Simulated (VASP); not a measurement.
**HC12: single point with LDA**

Slab: HC12, a slab with vacuum.

```
CELL_PARAMETERS angstrom
4.88927 0.00000 0.00000
-2.44463 6.77393 0.00000
0.00000 0.00000 22.76841
ATOMIC_POSITIONS crystal
C 0.40208 0.30416 0.17568
C 0.40208 0.80416 0.17568
C 0.90208 0.30416 0.17568
C 0.90208 0.80416 0.17568
C 0.16304 0.32608 0.20598
C 0.16304 0.82608 0.20598
C 0.66304 0.32608 0.20598
C 0.66304 0.82608 0.20598
C 0.18464 0.36928 0.26663
C 0.18464 0.86928 0.26663
C 0.68464 0.36928 0.26663
C 0.68464 0.86928 0.26663
C 0.44616 0.39233 0.29605
C 0.44616 0.89233 0.29605
C 0.94616 0.39233 0.29605
C 0.94616 0.89233 0.29605
C 0.47156 0.44313 0.35911
C 0.47156 0.94313 0.35911
C 0.97156 0.44313 0.35911
C 0.97156 0.94313 0.35911
C 0.23270 0.46540 0.38511
C 0.23270 0.96540 0.38511
C 0.73270 0.46540 0.38511
C 0.73270 0.96540 0.38511
H 0.23270 0.83703 0.40488
H 0.23270 0.09378 0.40488
```

```
Program             : VASP 6.6.1
Task                : single point
Functional          : LDA
Potentials or basis : VASP PAW LDA potentials, release 64 (C, H)
Cutoff              : 520 eV
k mesh              : 6 × 4 × 1
Occupations         : gaussian, width 0.05 eV
Spin                : no spin polarisation
```

```
Largest force          : 6.014 eV/Å
Band gap on the k mesh : zero (band 49 reaches -3.42 eV, above the bottom of band 50 at -3.44 eV)
```

Forces on the atoms (eV/Å):
```
C    0.006  0.306  1.750
C    0.282  0.345  1.874
C   -0.004  0.271  1.744
C   -0.283  0.339  1.871
C    0.007 -0.689 -3.393
C    0.003 -0.756 -3.506
C   -0.006 -0.684 -3.371
C   -0.005 -0.651 -3.169
C   -0.022  0.402  1.512
C   -0.029  0.382  1.300
C    0.015  0.396  1.492
C    0.027  0.231  1.157
C    0.029 -0.014  0.057
C    0.671 -0.001  0.952
C   -0.024  0.058  0.031
C   -0.783  0.127  0.895
C    0.010 -0.103 -0.253
C    3.992  0.866 -4.414
C    0.001 -0.133 -0.353
C   -3.696 -1.838 -4.188
C   -0.051  0.278  0.412
C   -0.788  1.175  0.541
C    0.030  0.183  0.251
C    0.161  0.070 -0.041
H   -0.485 -2.995  3.703
H    0.940  2.435  3.145
```

Levels at points of the mesh, in eV from the Fermi level:
```
           k point  band 46  band 47  band 48  band 49  band 50  band 51  band 52  band 53
(0.00, 0.00, 0.00)    -0.43    -0.29    -0.27    -0.25     0.20     0.29     0.65     0.66
(0.50, 0.00, 0.00)    -0.18    -0.14    -0.08    -0.04     0.00     0.08     0.11     1.15
(0.00, 0.50, 0.00)    -0.43    -0.40    -0.29    -0.27     0.33     0.36     0.55     0.80
(0.50, 0.50, 0.00)    -0.21    -0.14    -0.09    -0.03     0.01     0.08     0.11     1.16
```

Run time: 28 min on 1 thread of Intel(R) Xeon(R) Platinum 8259CL CPU @ 2.50GHz (Skylake/Cascade Lake), with other jobs on the host, peak memory 0.8 GiB.
